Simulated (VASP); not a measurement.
# Al (Pm-3n) in VASP: a series of runs

Al is run at these levels: r2SCAN; tasks: single point, relaxation of cell and atoms.

Everything below comes from runs of VASP 6.6.1. Logs are shortened: lines on timing, memory, paths and dates and some standing lists are left out, and cuts for length are marked.

## Step 1: The cell of the first run

The structure is cubic, space group Pm-3n (No. 223). The conventional cell has a = 5.072 Å, b = 5.072 Å, c = 5.072 Å, α = 90.00°, β = 90.00°, γ = 90.00°. Al (site symmetry m-3) has 12 Al at 2.84 Å within 3.7 Å. Al (site symmetry -4m2) has 14 Al at 2.54 to 3.11 Å within 3.3 Å.

## Step 2: Single point, r2SCAN

POSCAR

```
Al
1.0
    5.0722634220      0.0000000000      0.0000000000
    0.0000000000      5.0722634220      0.0000000000
    0.0000000000      0.0000000000      5.0722634220
Al
8
Direct
    0.0000000000      0.0000000000      0.0000000000
    0.5000000000      0.5000000000      0.5000000000
    0.2500000000      0.0000000000      0.5000000000
    0.7500000000      0.0000000000      0.5000000000
    0.5000000000      0.2500000000      0.0000000000
    0.5000000000      0.7500000000      1.0000000000
    1.0000000000      0.5000000000      0.2500000000
    1.0000000000      0.5000000000      0.7500000000
```

INCAR.step1

```
SYSTEM = Al
ALGO = Normal ; EDIFF = 1E-4
ENCUT = 520 ; GGA = PE
ISMEAR = -1 ; LASPH = .True.
LCHARG = .False. ; LREAL = .False.
LWAVE = .True. ; NBANDS = 22
NELM = 100 ; PREC = Accurate
SIGMA = 0.1
```

INCAR.step2

```
SYSTEM = Al
ALGO = Normal ; EDIFF = 1E-6
ENCUT = 520 ; ISIF = 2
ISMEAR = -1 ; ISTART = 1
LASPH = .True. ; LCHARG = .False.
LMIXTAU = .True. ; LREAL = .False.
LWAVE = .False. ; METAGGA = R2SCAN
NBANDS = 22 ; NELM = 100
PREC = Accurate ; SIGMA = 0.1
```

KPOINTS

```
k-points
0
Gamma
  5 5 5
  0 0 0
```

Potentials or basis: VASP PAW PBE potentials, release 64 (Al).

Run with:

```console
$ cat potpaw_PBE.64/Al/POTCAR > POTCAR
$ cp INCAR.step1 INCAR
$ mpirun -np 1 vasp_std > vasp.out
$ cp INCAR.step2 INCAR
$ mpirun -np 1 vasp_std > vasp.out
```

OUTCAR:

```text
SYSTEM = Al
   EDIFF = 1E-6
   ENCUT = 520
   ISIF = 2
   ISMEAR = -1
   ISTART = 1
   LASPH = .True.
   LREAL = .False.
   METAGGA = R2SCAN
   NELM = 100
   PREC = Accurate

 ion  position               nearest neighbor table
   1  0.000  0.000  0.000-   3 2.84   4 2.84   5 2.84   6 2.84   7 2.84   8 2.84   3 2.84   4 2.84
                             7 2.84   8 2.84   5 2.84   6 2.84
   2  0.500  0.500  0.500-   3 2.84   4 2.84   5 2.84   6 2.84   7 2.84   8 2.84   5 2.84   6 2.84
                             3 2.84   4 2.84   7 2.84   8 2.84
   3  0.250  0.000  0.500-   4 2.54   4 2.54   1 2.84   1 2.84   2 2.84   2 2.84   8 3.11   5 3.11
                             5 3.11   6 3.11   6 3.11   7 3.11   8 3.11   7 3.11
   4  0.750  0.000  0.500-   3 2.54   3 2.54   1 2.84   1 2.84   2 2.84   2 2.84   8 3.11   5 3.11
                             5 3.11   6 3.11   6 3.11   7 3.11   8 3.11   7 3.11
   5  0.500  0.250  0.000-   6 2.54   6 2.54   1 2.84   2 2.84   2 2.84   1 2.84   8 3.11   4 3.11
                             3 3.11   4 3.11   3 3.11   7 3.11   7 3.11   8 3.11
   6  0.500  0.750  0.000-   5 2.54   5 2.54   1 2.84   2 2.84   2 2.84   1 2.84   8 3.11   4 3.11
                             3 3.11   4 3.11   3 3.11   7 3.11   7 3.11   8 3.11
   7  0.000  0.500  0.250-   8 2.54   8 2.54   1 2.84   2 2.84   1 2.84   2 2.84   3 3.11   4 3.11
                             5 3.11   3 3.11   4 3.11   6 3.11   5 3.11   6 3.11
   8  0.000  0.500  0.750-   7 2.54   7 2.54   1 2.84   2 2.84   1 2.84   2 2.84   3 3.11   4 3.11
                             5 3.11   3 3.11   4 3.11   6 3.11   5 3.11   6 3.11

  LATTYP: Found a simple cubic cell.
 ALAT       =     5.0722634220

  Lattice vectors:

 A1 = (   5.0722634220,   0.0000000000,   0.0000000000)
 A2 = (   0.0000000000,   5.0722634220,   0.0000000000)
 A3 = (   0.0000000000,   0.0000000000,   5.0722634220)

Analysis of symmetry for initial positions (statically):
=====================================================================
 Subroutine PRICEL returns:
 Original cell was already a primitive cell.

 Routine SETGRP: Setting up the symmetry group for a
 simple cubic supercell.

 Subroutine GETGRP returns: Found 48 space group operations
 (whereof 24 operations were pure point group operations)
 out of a pool of 48 trial point group operations.

The static configuration has the point symmetry T_h .
 The point group associated with its full space group is O_h .

Analysis of symmetry for dynamics (positions and initial velocities):
=====================================================================
 Subroutine PRICEL returns:
 Original cell was already a primitive cell.

 Routine SETGRP: Setting up the symmetry group for a
 simple cubic supercell.

 Subroutine GETGRP returns: Found 48 space group operations
 (whereof 24 operations were pure point group operations)
 out of a pool of 48 trial point group operations.

The dynamic configuration has the point symmetry T_h .
 The point group associated with its full space group is O_h .

 Subroutine INISYM returns: Found 48 space group operations
 (whereof 24 operations are pure point group operations),
 and found     1 'primitive' translations

----------------------------------------------------------------------------------------

                                     Primitive cell

  volume of cell :     130.4985

  direct lattice vectors                    reciprocal lattice vectors
     5.072263422  0.000000000  0.000000000     0.197150644  0.000000000  0.000000000
     0.000000000  5.072263422  0.000000000     0.000000000  0.197150644  0.000000000
     0.000000000  0.000000000  5.072263422     0.000000000  0.000000000  0.197150644

  length of vectors
     5.072263422  5.072263422  5.072263422     0.197150644  0.197150644  0.197150644

  position of ions in fractional coordinates (direct lattice)
     0.000000000  0.000000000  0.000000000
     0.500000000  0.500000000  0.500000000
     0.250000000  0.000000000  0.500000000
     0.750000000  0.000000000  0.500000000
     0.500000000  0.250000000  0.000000000
     0.500000000  0.750000000  0.000000000
     0.000000000  0.500000000  0.250000000
     0.000000000  0.500000000  0.750000000

  ion indices of the primitive-cell ions
   primitive index   ion index
                 1           1
                 2           2
                 3           3
                 4           4
                 5           5
                 6           6
                 7           7
                 8           8

----------------------------------------------------------------------------------------

 KPOINTS: k-points

Automatic generation of k-mesh.
 Grid dimensions read from file:
 generate k-points for:    5    5    5

 Generating k-lattice:

  Cartesian coordinates                     Fractional coordinates (reciprocal lattice)
     0.039430129  0.000000000  0.000000000     0.200000000  0.000000000  0.000000000
     0.000000000  0.039430129  0.000000000     0.000000000  0.200000000  0.000000000
     0.000000000  0.000000000  0.039430129     0.000000000  0.000000000  0.200000000

  Length of vectors
     0.039430129  0.039430129  0.039430129

  Shift w.r.t. Gamma in fractional coordinates (k-lattice)
     0.000000000  0.000000000  0.000000000

 Subroutine IBZKPT returns following result:
 ===========================================

 Found     10 irreducible k-points:

 Following reciprocal coordinates:
            Coordinates               Weight
  0.000000  0.000000  0.000000      1.000000
  0.200000  0.000000  0.000000      6.000000
  0.400000  0.000000  0.000000      6.000000
  0.200000  0.200000  0.000000     12.000000
  0.400000  0.200000  0.000000     24.000000
  0.400000  0.400000  0.000000     12.000000
  0.200000  0.200000  0.200000      8.000000
  0.400000  0.200000  0.200000     24.000000
  0.400000  0.400000  0.200000     24.000000
  0.400000  0.400000  0.400000      8.000000
   k-points           NKPTS =     10   k-points in BZ     NKDIM =     10   number of bands    NBANDS=     22
   number of dos      NEDOS =    301   number of ions     NIONS =      8
   total plane-waves  NPLWV =  64000
   dimension x,y,z NGX =    40 NGY =   40 NGZ =   40
   dimension x,y,z NGXF=    80 NGYF=   80 NGZF=   80
[... 19 lines left out ...]
   ISIF   =      2    stress and relaxation
   ISYM   =      2    0-nonsym 1-usesym 2-fastsym
   POTIM  = 0.5000    time-step for ionic-motion
   TEBEG  =    0.0;   TEEND  =   0.0 temperature during run
   PSTRESS=    0.0 pullay stress
   NELECT =      24.0000    total number of electrons
   NUPDOWN=      -1.0000    fix difference up-down
   EMIN   =  10.00;   EMAX   =-10.00  energy-range for DOS
   EFERMI =   0.00;   METHOD = LEGACY
   ISMEAR =    -1;   SIGMA  =   0.10  broadening in eV -4-tet -1-fermi 0-gaus
   EFERMI_NEDOS =   21; number of points for ismear=-14 and -15
   IALGO  =     38    algorithm
   IMIX   =      4    mixing-type and parameters
     AMIX     =   0.40;   BMIX     =  1.00
     AMIX_MAG =   1.60;   BMIX_MAG =  1.00
  volume/ion in A,a.u.               =      16.31       110.08
  Fermi-wavevector in a.u.,A,eV,Ry     =   0.930987  1.759310 11.792661  0.866736
  Thomas-Fermi vector in A             =   2.057433
   LORBIT       =      0    0 simple, 1 ext, 2 COOP (PROOUT), +10 PAW based schemes
   METAGGA = R2SCAN    functional components
   LHFCALC =     F    Hartree Fock is set to
   AEXX    =    0.0000 exact exchange contribution
   IVDW    =     0    specifies the selected vdW correction
   LEPSILON=     F    determine dielectric tensor
   LRPA    =     F    only Hartree local field effects (RPA)
 non-spin polarized calculation
  energy-cutoff  :      520.00
  volume of cell :      130.50
 maximum number of plane-waves:      3541
 NGX is ok and might be reduce to    40
   NGX = 19   NGY = 19   NGZ = 19

 number of electron      24.0000000 magnetization

 Free energy of the ion-electron system (eV)
  ---------------------------------------------------
  ext. energy  EPLUGINS =         0.00000000
  ---------------------------------------------------
  free energy    TOTEN  =       -53.15460186 eV

  energy without entropy =      -53.01624280  energy(sigma->0) =      -53.08542233

 E-fermi :   8.2631     XC(G=0): -10.9501

 val. band max:        8.2540608679   @ k =   0.2000   0.2000   0.2000
 cond. band min:       8.2651924665   @ k =   0.4000   0.2000   0.0000
 fundamental gap:      0.0111315987
 Fermi energy:         8.2630906505

 k-point     1 :       0.0000    0.0000    0.0000
  band No.  band energies     occupation
      1      -3.7982      2.00000
      2       2.0474      2.00000
      3       2.0493      2.00000
      4       2.0493      2.00000
      5       2.3135      2.00000
      6       2.3135      2.00000
[... 14 lines left out ...]
     21      13.5946      0.00000
     22      13.5946      0.00000

 k-point     2 :       0.2000    0.0000    0.0000
  band No.  band energies     occupation
      1      -3.5538      2.00000
      2       0.0595      2.00000
      3       2.2796      2.00000
      4       2.2811      2.00000
      5       2.5441      2.00000
      6       2.5441      2.00000
[... 14 lines left out ...]
     21      11.9378      0.00000
     22      12.0630      0.00000

 k-point     3 :       0.4000    0.0000    0.0000
  band No.  band energies     occupation
      1      -2.8230      2.00000
      2      -1.6138      2.00000
      3       2.9548      2.00000
      4       2.9571      2.00000
      5       3.2262      2.00000
      6       3.2262      2.00000
[... 14 lines left out ...]
     21      13.5006      0.00000
     22      13.6290      0.00000

 k-point     4 :       0.2000    0.2000    0.0000
  band No.  band energies     occupation
      1      -3.3097      2.00000
      2       0.2941      2.00000
      3       0.2999      2.00000
      4       2.5106      2.00000
      5       2.7742      2.00000
      6       3.7537      2.00000
[... 14 lines left out ...]
     21      13.0638      0.00000
     22      13.6483      0.00000

 k-point     5 :       0.4000    0.2000    0.0000
  band No.  band energies     occupation
      1      -2.5802      2.00000
      2      -1.3731      2.00000
      3       1.0061      2.00000
      4       2.1757      2.00000
      5       3.1794      2.00000
      6       3.4539      2.00000
[... 67 lines left out ...]
 k-point     8 :       0.4000    0.2000    0.2000
  band No.  band energies     occupation
      1      -2.3378      2.00000
      2      -1.1329      2.00000
      3       1.2367      2.00000
      4       1.2460      2.00000
      5       2.3980      2.00000
      6       2.4165      2.00000
[... 14 lines left out ...]
     21      14.2610      0.00000
     22      14.4226      0.00000

 k-point     9 :       0.4000    0.4000    0.2000
  band No.  band energies     occupation
      1      -1.6134      2.00000
      2      -0.4192      2.00000
      3      -0.4108      2.00000
      4       0.7718      2.00000
      5       1.9428      2.00000
      6       3.0686      2.00000
[... 14 lines left out ...]
     21      13.0895      0.00000
     22      13.1556      0.00000

 k-point    10 :       0.4000    0.4000    0.4000
  band No.  band energies     occupation
      1      -0.8928      2.00000
      2       0.2929      2.00000
      3       0.2929      2.00000
      4       0.3101      2.00000
      5       1.4672      2.00000
      6       1.4672      2.00000
[... 14 lines left out ...]
     21      12.9209      0.00000
     22      13.0679      0.00000

------------------------ aborting loop because EDIFF is reached ----------------------------------------

  FORCE on cell =-STRESS in cart. coord.  units (eV):
  Direction    XX          YY          ZZ          XY          YZ          ZX
  --------------------------------------------------------------------------------------
  -------------------------------------------------------------------------------------
  Total       -0.2655302     -0.2655302     -0.2655302      0.0000000     -0.0000000      0.0000000
  in kB       -3.2600108     -3.2600108     -3.2600108      0.0000000     -0.0000000      0.0000000
  external PRESSURE =      -3.2600108 kB  Pullay stress =       0.0000000 kB

 VOLUME and BASIS-vectors are now :
 -----------------------------------------------------------------------------
  energy-cutoff  :      520.00
  volume of cell :      130.50
      direct lattice vectors                 reciprocal lattice vectors
     5.072263422  0.000000000  0.000000000     0.197150644  0.000000000  0.000000000
     0.000000000  5.072263422  0.000000000     0.000000000  0.197150644  0.000000000
     0.000000000  0.000000000  5.072263422     0.000000000  0.000000000  0.197150644

 POSITION                                       TOTAL-FORCE (eV/Angst)
 -----------------------------------------------------------------------------------
      0.00000      0.00000      0.00000         0.000000      0.000000      0.000000
      2.53613      2.53613      2.53613         0.000000      0.000000      0.000000
      1.26807      0.00000      2.53613         0.000000      0.000000      0.000000
      3.80420      0.00000      2.53613        -0.000000     -0.000000     -0.000000
      2.53613      1.26807      0.00000        -0.000000      0.000000     -0.000000
      2.53613      3.80420      0.00000         0.000000     -0.000000      0.000000
      0.00000      2.53613      1.26807        -0.000000      0.000000      0.000000
      0.00000      2.53613      3.80420         0.000000     -0.000000     -0.000000
 -----------------------------------------------------------------------------------
    total drift:                               -0.000000      0.000000     -0.000000

  FREE ENERGIE OF THE ION-ELECTRON SYSTEM (eV)
  ---------------------------------------------------
  free  energy   TOTEN  =       -53.1546018619 eV

  energy  without entropy=      -53.0162428048  energy(sigma->0) =      -53.08542233
```

It took 58 s on 1 thread of Intel Xeon Platinum 8488C (Sapphire Rapids), shared host; peak memory 0.24 GiB.

What came out:

| Quantity | Value |
| --- | --- |
| Free energy | -53.1546 eV |
| Pressure | -0.3 GPa |
| Band gap on the k mesh | zero (band 12 reaches 10.25 eV, above the bottom of band 13 at 7.57 eV) |

Levels at points of the mesh, in eV from the Fermi level:
| k point | band 10 | band 11 | band 12 | band 13 | band 14 | band 15 |
| --- | --- | --- | --- | --- | --- | --- |
| (0.00, 0.00, 0.00) | -0.94 | -0.94 | -0.94 | -0.02 | -0.02 | -0.02 |

Caveat: the PAW data sets were made with another functional, which shifts forces and pressure a little.

## Step 3: Single point, r2SCAN

POSCAR is that of step 2.

INCAR.step1

```
PREC = Accurate ; ENCUT = 520
ISMEAR = -1 ; SIGMA = 0.1
LREAL = F ; LASPH = T
NELM = 60 ; NBANDS = 22
GGA = PE ; ALGO = Normal
EDIFF = 1E-4 ; LWAVE = T
LCHARG = F
```

INCAR.step2

```
PREC = Accurate ; ENCUT = 520
EDIFF = 1E-6 ; ISMEAR = -1
SIGMA = 0.1 ; LREAL = F
LASPH = T ; NELM = 60
ALGO = Normal ; ISIF = 2
LWAVE = F ; LCHARG = F
METAGGA = R2SCAN ; LMIXTAU = T
NBANDS = 22 ; ISTART = 1
```

KPOINTS

```
Automatic mesh
0
Gamma
  7 7 7
```

Potentials or basis: VASP PAW PBE potentials, release 64 (Al).

Run with:

```console
$ cat potpaw_PBE.64/Al/POTCAR > POTCAR
$ cp INCAR.step1 INCAR
$ mpirun -np 1 vasp_std > vasp.out
$ cp INCAR.step2 INCAR
$ mpirun -np 1 vasp_std > vasp.out
```

Wall time 1.8 min (1 thread of Intel Xeon Platinum 8488C (Sapphire Rapids), shared host); peak memory 0.25 GiB.

The run converged. Its results:

* Free energy: -53.2420 eV
* Pressure: -0.2 GPa
* Band gap on the k mesh: zero (band 12 reaches 10.62 eV, above the bottom of band 13 at 7.41 eV)

Levels at points of the mesh, in eV from the Fermi level:
| k point | band 9 | band 10 | band 11 | band 12 | band 13 | band 14 | band 15 | band 16 |
| --- | --- | --- | --- | --- | --- | --- | --- | --- |
| (0.00, 0.00, 0.00) | -1.13 | -0.83 | -0.83 | -0.83 | 0.08 | 0.08 | 0.08 | 0.75 |

Caveat: the PAW data sets were made with another functional, which shifts forces and pressure a little.

## Step 4: Relaxation of cell and atoms, r2SCAN

This run uses another cell than the first one, of 16.60 Å³/atom, 1.018 times its volume.

POSCAR

```
Al
1.0
    5.1021510852      0.0000000000      0.0000000000
    0.0000000000      5.1021510852      0.0000000000
    0.0000000000      0.0000000000      5.1021510852
Al
8
Direct
    0.0000000000      0.0000000000      0.0000000000
    0.5000000000      0.5000000000      0.5000000000
    0.2500000000      0.0000000000      0.5000000000
    0.7500000000      0.0000000000      0.5000000000
    0.5000000000      0.2500000000      0.0000000000
    0.5000000000      0.7500000000      0.0000000000
    0.0000000000      0.5000000000      0.2500000000
    0.0000000000      0.5000000000      0.7500000000
```

INCAR.step1

```
PREC = Accurate ; ENCUT = 600
ISMEAR = -1 ; SIGMA = 0.1
LREAL = False ; LASPH = True
NELM = 60 ; GGA = PE
ALGO = Normal ; EDIFF = 1E-4
LWAVE = True ; LCHARG = False
```

INCAR.step2

```
PREC = Accurate ; ENCUT = 600
EDIFF = 1E-6 ; ISMEAR = -1
SIGMA = 0.1 ; LREAL = False
LASPH = True ; NELM = 60
ALGO = Normal ; ISIF = 3
LWAVE = False ; LCHARG = False
METAGGA = R2SCAN ; LMIXTAU = True
IBRION = 2 ; NSW = 80
EDIFFG = -0.01 ; ISTART = 1
```

KPOINTS

```
regular mesh
0
Gamma
  5 5 5
```

Run with:

```console
$ cat potpaw_PBE.64/Al/POTCAR > POTCAR
$ cp INCAR.step1 INCAR
$ mpirun -np 1 vasp_std > vasp.out
$ cp INCAR.step2 INCAR
$ mpirun -np 1 vasp_std > vasp.out
```

Run time: 2.5 min. Hardware: 1 thread of Intel Xeon Platinum 8488C (Sapphire Rapids), shared host; peak memory 0.28 GiB.

The run converged. Its results:

```yaml
Free_energy: -53.1548 eV
Relaxed_volume: 16.25 Å³/atom
Relaxed_cell: a = 5.066 Å, b = 5.066 Å, c = 5.066 Å, α = 90.00°, β = 90.00°, γ = 90.00°
Space_group_after_relaxing_to_0.05_Å: Pm-3n (No. 223)
Energy_gained_by_relaxing: 2.0 meV/atom
Ionic_steps: 3
Pressure_after_relaxing: 0.0 GPa
Band_gap_on_the_k_mesh: zero (band 12 reaches 10.29 eV, above the bottom of band 13 at 7.61 eV)
```

The path:
| step | energy change (eV) | largest force (eV/Å) | pressure (GPa) | volume (Å³) |
| --- | --- | --- | --- | --- |
| 1 | 0.0000 | 0.0000 | -1.79 | 132.82 |
| 2 | -0.0153 | 0.0000 | 0.50 | 129.29 |
| 3 | -0.0163 | 0.0000 | 0.02 | 129.98 |

Final structure:
```cif
data_structure
_symmetry_space_group_name_H-M 'P 1'
_symmetry_Int_Tables_number 1
_cell_length_a 5.0655
_cell_length_b 5.0655
_cell_length_c 5.0655
_cell_angle_alpha 90.000
_cell_angle_beta 90.000
_cell_angle_gamma 90.000
_cell_volume 129.98
loop_
_atom_site_label
_atom_site_type_symbol
_atom_site_fract_x
_atom_site_fract_y
_atom_site_fract_z
_atom_site_occupancy
Al1 Al 0.00000 0.00000 0.00000 1
Al2 Al 0.50000 0.50000 0.50000 1
Al3 Al 0.25000 0.00000 0.50000 1
Al4 Al 0.75000 0.00000 0.50000 1
Al5 Al 0.50000 0.25000 0.00000 1
Al6 Al 0.50000 0.75000 0.00000 1
Al7 Al 0.00000 0.50000 0.25000 1
Al8 Al 0.00000 0.50000 0.75000 1
```

Levels at points of the mesh, in eV from the Fermi level:
| k point | band 9 | band 10 | band 11 | band 12 | band 13 | band 14 | band 15 | band 16 |
| --- | --- | --- | --- | --- | --- | --- | --- | --- |
| (0.00, 0.00, 0.00) | -1.23 | -0.95 | -0.95 | -0.95 | -0.03 | -0.03 | -0.03 | 0.65 |

Caveat: the PAW data sets were made with another functional, which shifts forces and pressure a little.

## Step 5: Summary

| task | cell | k mesh | cutoff (eV) | gap on the mesh (eV) | pressure (GPa) |
| --- | --- | --- | --- | --- | --- |
| single point | a = 5.072 Å, 8 atoms | 5 × 5 × 5 | 520 | none | -0.3 |
| single point | a = 5.072 Å, 8 atoms | 7 × 7 × 7 | 520 | none | -0.2 |
| relaxation of cell and atoms | relaxed from a = 5.102 Å, 8 atoms | 5 × 5 × 5 | 600 | none | 0.0 |

Alike in all rows: level r2SCAN; potentials or basis VASP PAW PBE potentials, release 64 (Al); no spin polarisation; smearing fermi-dirac 0.1 eV.

Caveats: the PAW data sets were made with another functional, which shifts forces and pressure a little.

Total energies depend on the potentials used, so only differences within one code and one set of settings carry meaning.
